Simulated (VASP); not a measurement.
Input of a VASP 6.6.1 run:

Contents of INCAR:

```
PREC = Accurate
ENCUT = 520
EDIFF = 1E-6
ISMEAR = 0
SIGMA = 0.1
LREAL = F
LASPH = T
NELM = 150
ALGO = Normal
ISIF = 2
LWAVE = F
LCHARG = F
ISPIN = 2
MAGMOM = 0 0 0 1 1 1 1
LORBIT = 11
GGA = PE
NBANDS = 26
```

Contents of KPOINTS:

```
Automatic mesh
0
Gamma
  4 4 4
```

The input POSCAR:

```
Al3C4
1.0
    4.1396000705      0.0000000000      0.0000000000
    0.0000000000      4.1396000705      0.0000000000
    0.0000000000      0.0000000000      4.7833101915
Al C
3 4
Direct
    0.0000000000      0.0000000000      0.2599463490
    0.0000000000      0.0000000000      0.7400536510
    0.5000000000      0.5000000000      0.0000000000
    0.3203806562      0.3203806562      0.5000000000
    0.6796193438      0.6796193438      0.5000000000
    0.6796193438      0.3203806562      0.5000000000
    0.3203806562      0.6796193438      0.5000000000
```

Potentials or basis: VASP PAW PBE potentials, release 64 (Al, C).

Command:

```console
$ cat potpaw_PBE.64/Al/POTCAR potpaw_PBE.64/C/POTCAR > POTCAR
$ mpirun -np 1 vasp_std > vasp.out
```

(1) What does it give for the pressure?

(2) What does it give for the largest force?

Answers

(1) 0.2 GPa.

(2) 0.089 eV/Å.

Caveat: the k points lie up to 0.38 Å⁻¹ apart.
